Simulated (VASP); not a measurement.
Runs of VASP 6.6.1 on K2S. It takes space group Fm-3m (No. 225, cubic). Conventional cell: a = 7.406 Å, b = 7.406 Å, c = 7.406 Å, α = 90.00°, β = 90.00°, γ = 90.00°. S (site symmetry m-3m) has 8 K at 3.21 Å within 4.2 Å. K (site symmetry -43m) has 4 S at 3.21 Å and 6 K at 3.70 Å within 4.2 Å. 

```csv
level,potentials or basis,k mesh,cutoff (eV),smearing,gap on the mesh (eV),pressure (GPa)
r2SCAN,"VASP PAW PBE potentials, release 64 (S, K_sv)",4 × 4 × 4,550,gaussian 0.01 eV,(a),0.0
PBE,"VASP PAW PBE potentials, release 64 (S, K_sv)",4 × 4 × 4,500,methfessel-paxton 0.312 eV,2.38,0.4
LDA,"VASP PAW LDA potentials, release 64 (S, K_sv)",2 × 2 × 2,500,gaussian 0.01 eV,2.05,-1.6
PBE,"VASP PAW PBE potentials, release 64 (S, K_sv)",2 × 2 × 2,500,gaussian 0.01 eV,2.35,0.5
PBEsol,"VASP PAW PBE potentials, release 64 (S, K_sv)",4 × 4 × 4,500,gaussian 0.01 eV,(b),-0.5
```

Alike in all rows: task single point; no spin polarisation; cell as given.

Q: Fill in the values left out.

A: (a) 2.76; (b) 2.28.

Caveats: some runs use coarse meshes; the PAW data sets were made with another functional, which shifts forces and pressure a little (some runs).

A k mesh can miss the band edges.
